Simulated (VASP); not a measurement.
Crystal: BP.

```
B P
1.0
     0.00000    2.26900    2.26900
     2.26900    0.00000    2.26900
     2.26900    2.26900    0.00000
B P
1 1
Direct
  0.00000 0.00000 0.00000
  0.25000 0.25000 0.25000
```

- Program: VASP 6.6.1
- Task: relaxation of cell and atoms
- Functional: RPBE
- Potentials or basis: VASP PAW PBE potentials, release 64 (B, P)
- Cutoff: 600 eV
- k mesh: 8 × 8 × 8
- Occupations: methfessel-paxton, width 0.02 eV
- Spin: no spin polarisation

At the start: pressure 3.5 GPa; volume 11.68 Å³/atom.

**Question.** Where does the relaxation end?

**Answer.** Over 3 steps the energy falls by 2.7 meV/atom and the volume is 11.94 Å³/atom (+2.2 %); space group F-43m (No. 216, to 0.05 Å).

Step by step:
| step | energy change (eV) | largest force (eV/Å) | pressure (GPa) | volume (Å³) |
| --- | --- | --- | --- | --- |
| 1 | 0.0000 | 0.0000 | 3.52 | 23.36 |
| 2 | -0.0028 | 0.0000 | -2.30 | 24.24 |
| 3 | -0.0055 | 0.0000 | 0.01 | 23.87 |

Final structure:
```
B P
1.0
     0.00000    2.28542    2.28542
     2.28542    0.00000    2.28542
     2.28542    2.28542    0.00000
B P
1 1
Direct
  0.00000 0.00000 0.00000
  0.25000 0.25000 0.25000
```

Caveat: the PAW data sets were made with another functional, which shifts forces and pressure a little.
